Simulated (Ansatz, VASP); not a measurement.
# Y in VASP and in Ansatz

```
CELL_PARAMETERS angstrom
3.62292 0.00000 0.00000
-1.81146 3.13754 0.00000
0.00000 0.00000 5.69214
ATOMIC_POSITIONS crystal
Y 0.66667 0.33333 0.75000
Y 0.33333 0.66667 0.25000
```

Change from the starting cell: volume scaled by 0.98.

Alike in both runs: task single point; functional LDA; k mesh 8 × 8 × 5; occupations fermi-dirac, width 0.05 eV; no spin polarisation.

```csv
,VASP,Ansatz
version,VASP 6.6.1,Ansatz 0.2.0
potentials or method,"VASP PAW LDA potentials, release 64 (Y_sv), cutoff 520 eV","all-electron LAPW, scalar-relativistic"
```

```tsv
	VASP	Ansatz	Ansatz less VASP
gap on the k mesh at the Fermi level (eV)	none	none	-
pressure (GPa)	-3.2	-3.1	+0.11
traceless stress, the component that is largest in VASP (GPa)	-0.28	-0.29	-0.010
```

LDA's correlation is that of Perdew and Zunger in VASP and of Perdew and Wang (1992) in Ansatz. A gap of «none» marks a metal or a gap that the smearing closes. Ansatz ran all-electron here, and VASP with PAW potentials.
